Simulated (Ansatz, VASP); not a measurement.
## One calculation of KTaO3, two programs

```
CELL_PARAMETERS angstrom
4.06993 0.00000 0.00000
0.00000 4.06993 0.00000
0.00000 0.00000 4.06993
ATOMIC_POSITIONS crystal
K 0.00000 0.00000 0.00000
Ta 0.50000 0.50000 0.50000
O 0.50000 0.50000 0.00000
O 0.50000 0.00000 0.50000
O 0.00000 0.50000 0.50000
```

Change from the starting cell: hydrostatic strain +2.0%.

Alike in both runs: task single point; functional r2SCAN; k mesh 6 × 6 × 6; no spin polarisation.

|  | VASP | Ansatz |
| --- | --- | --- |
| version | VASP 6.6.1 | Ansatz 0.2.0 |
| potentials or method | VASP PAW PBE potentials, release 64 (K_sv, Ta_sv_GW, O) | plane waves, PAW |
| plane-wave cutoff (eV) | 660 | 500 |
| occupations | gaussian, width 0.01 eV | fixed |
| valence electrons in the cell | 40 | 40 |

```tsv
	VASP	Ansatz	Ansatz less VASP
gap on the k mesh at the Fermi level (eV)	2.45	2.47	+0.013
pressure (GPa)	-11.0	-10.9	+0.15
```

VASP's potentials were made for PBE, not for r2SCAN.

Spin-orbit coupling is off throughout.
